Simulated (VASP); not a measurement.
Here is a VASP 6.6.1 calculation.

The input INCAR:

```
  PREC = Accurate
  ENCUT = 520
  EDIFF = 1E-6
  ISMEAR = 0
  SIGMA = 0.15
  LREAL = False
  LASPH = True
  NELM = 100
  ALGO = Fast
  ISIF = 2
  LWAVE = False
  LCHARG = False
  GGA = PE
  NBANDS = 10
```

File KPOINTS:

```
regular mesh
0
Gamma
  20 20 20
```

Contents of POSCAR:

```
Ir
1.0
   -0.1015970341      1.9351816027      1.7174736724
    1.9351816027     -0.1015970341      1.7174736724
    1.8335845686      1.8335845686      0.0000000000
Ir
1
Direct
    0.0000000000      0.0000000000      0.0000000000
```

Potentials or basis: VASP PAW PBE potentials, release 64 (Ir).

Launch:

```sh
$ cat potpaw_PBE.64/Ir/POTCAR > POTCAR
$ mpirun -np 1 vasp_std > vasp.out
```

(1) Estimate the pressure.

(2) Predict the band gap on the k mesh.

## Answers

(1) 66.5 GPa.

(2) zero (an odd number of electrons rules out a gap without spin polarisation).

Caveat: the cell differs from its parent crystal (engineering shear strain xy -0.1050, normal strain along z -0.1125); the cell stands under pressure; spin-orbit coupling is left out, which moves the levels of the heavy elements.
